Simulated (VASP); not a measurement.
MoS2, 6 atoms in the cell. The cell holds a slab with vacuum, 6 atoms: a = 3.206 Å, b = 3.206 Å, c = 21.814 Å, α = 90.00°, β = 90.00°, γ = 120.00°. 

| Quantity | Value |
| --- | --- |
| Program | VASP 6.6.1 |
| Task | single point |
| Functional | PBEsol |
| Dispersion | D3(BJ) |
| Potentials or basis | VASP PAW PBE potentials, release 64 (Mo_sv, S) |
| Cutoff | 520 eV |
| k mesh | 10 × 10 × 2 |
| Occupations | fermi-dirac, width 0.05 eV |
| Spin | no spin polarisation |
| Dipole correction | no |
| Further INCAR settings | ALGO = Normal; EDIFF = 1e-06; NBANDS = 35 |

Potentials or basis: VASP PAW PBE potentials, release 64 (Mo_sv, S).

Command:

```console
$ cat potpaw_PBE.64/Mo_sv/POTCAR potpaw_PBE.64/S/POTCAR > POTCAR
$ mpirun -np 1 vasp_std > vasp.out
```

Hardware: 1 thread of Intel(R) Xeon(R) 6975P-C (Granite Rapids), on a shared host.

**Question.** Estimate the wall time of this run.

**Answer.** Run time: 2.1 min on 1 thread of Intel(R) Xeon(R) 6975P-C (Granite Rapids), on a shared host, peak memory 0.37 GiB. Counts: scf iterations 22, k points 28.
